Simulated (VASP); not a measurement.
**Co: single point with PBEsol**

Co:

```
CELL_PARAMETERS angstrom
0.00000 1.79785 1.79785
1.79785 0.00000 1.79785
3.59570 3.59570 0.00000
ATOMIC_POSITIONS crystal
Co 0.00000 0.00000 0.00000
Co 0.00000 0.00000 0.50000
```

- Program: VASP 6.6.1
- Task: single point
- Functional: PBEsol
- Potentials or basis: VASP PAW PBE potentials, release 64 (Co)
- Cutoff: 520 eV
- k mesh: 12 × 12 × 6
- Occupations: fermi-dirac, width 0.1 eV
- Spin: collinear spin
- Starting moments: [0.0, 3.0] μB
- Dipole correction: no
- Further INCAR settings: ALGO = Normal; EDIFF = 1e-06; NBANDS = 20

```json
{"Pressure": "-24.9 GPa", "Band gap on the k mesh": "zero (filled and empty bands overlap)", "Net moment": "0.00 μB per cell", "Site moments": "Co -1.17, +1.17 μB", "Valence electrons inside the program's atomic spheres": "Co 8.14"}
```

Stress tensor (GPa, compression positive):
```
-24.94   1.48  -1.48
  1.48 -24.94  -1.48
 -1.48  -1.48 -24.94
```

Levels at points of the mesh, in eV from the Fermi level:
Spin up:
```
           k point  band 6  band 7  band 8  band 9  band 10  band 11  band 12  band 13
(0.00, 0.00, 0.00)   -1.62   -1.62   -0.49   -0.49    -0.15     0.44     0.44     6.15
(0.50, 0.00, 0.00)   -0.37   -0.13    0.06    0.41     0.55     0.95     2.51     6.16
(0.00, 0.00, 0.50)   -1.71   -1.14   -1.14   -0.88    -0.88     0.14     0.14    14.15
(0.50, 0.00, 0.50)   -1.50   -1.36   -0.36   -0.27     0.95     2.43     3.02     8.43
```
Spin down:
| k point | band 6 | band 7 | band 8 | band 9 | band 10 | band 11 | band 12 | band 13 |
| --- | --- | --- | --- | --- | --- | --- | --- | --- |
| (0.00, 0.00, 0.00) | -1.62 | -1.62 | -0.49 | -0.49 | -0.15 | 0.44 | 0.44 | 6.15 |
| (0.50, 0.00, 0.00) | -0.37 | -0.13 | 0.06 | 0.41 | 0.55 | 0.95 | 2.51 | 6.16 |
| (0.00, 0.00, 0.50) | -1.71 | -1.14 | -1.14 | -0.88 | -0.88 | 0.14 | 0.14 | 14.15 |
| (0.50, 0.00, 0.50) | -1.50 | -1.36 | -0.36 | -0.27 | 0.95 | 2.43 | 3.02 | 8.43 |

Wall time 7.4 min on 1 thread of AMD EPYC 7R43 64-Core Processor (Zen 3), with other jobs on the host, peak memory 0.15 GiB.

Caveat: the PAW data sets were made with another functional, which shifts forces and pressure a little.
